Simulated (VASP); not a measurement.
Set up this calculation in VASP 6.6.1, as the native input.

```yaml
Task: single point
Functional: PBE
Potentials_or_basis: VASP PAW PBE potentials, release 64 (Mn_sv, O)
Cutoff: 700 eV
k_mesh: 12 × 12 × 12
Occupations: gaussian, width 0.05 eV
Spin: collinear spin, ferromagnetic start
Starting_moments: "[4.76, 0.18] μB"
Hubbard_terms: Mn d U = 3.9 eV
Dipole_correction: no
Further_INCAR_settings: ALGO = Normal; EDIFF = 1e-06; NBANDS = 22
```

The structure of MnO lies in POSCAR:

```
MnO
1.0
    0.0000000000      2.2680518487      2.2680518487
    2.2680518487      0.0000000000      2.2680518487
    2.2680518487      2.2680518487      0.0000000000
Mn O
1 1
Direct
    0.0000000000      0.0000000000      0.0000000000
    0.5000000000      0.5000000000      0.5000000000
```

These files were run (other wordings do the same):

INCAR

```
ALGO = Normal
EDIFF = 1E-6
ENCUT = 700
GGA = PE
GGA_COMPAT = False
ISIF = 2
ISMEAR = 0
ISPIN = 2
LASPH = True
LCHARG = True
LDAU = True
LDAUJ = 0 0
LDAUL = 2 -1
LDAUPRINT = 1
LDAUTYPE = 2
LDAUU = 3.9 0
LELF = True
LMAXMIX = 4
LORBIT = 11
LREAL = False
LVHAR = True
LWAVE = False
MAGMOM = 4.76 0.18
NBANDS = 22
NELM = 200
PREC = Accurate
SIGMA = 0.05
```

KPOINTS

```
k-points
0
Gamma
  12 12 12
```

Potentials or basis: VASP PAW PBE potentials, release 64 (Mn_sv, O).

Launch:

```bash
$ cat potpaw_PBE.64/Mn_sv/POTCAR potpaw_PBE.64/O/POTCAR > POTCAR
$ mpirun -np 1 vasp_std > vasp.out
```

It gave:

* Pressure: -2.9 GPa
* Band gap on the k mesh: 0.06 eV (least direct gap 2.27 eV)
* Net moment: 5.00 μB per cell
* Site moments: Mn +4.51; O +0.15 μB
* Valence electrons inside the program's atomic spheres: Mn 12.85; O 4.98

Caveat: the smearing spreads over this small gap; a cell with one magnetic atom can't hold antiferromagnetic order, which such compounds often take.

It took 55 s on 1 thread of Intel(R) Xeon(R) 6975P-C (Granite Rapids), on a shared host, peak memory 0.23 GiB.
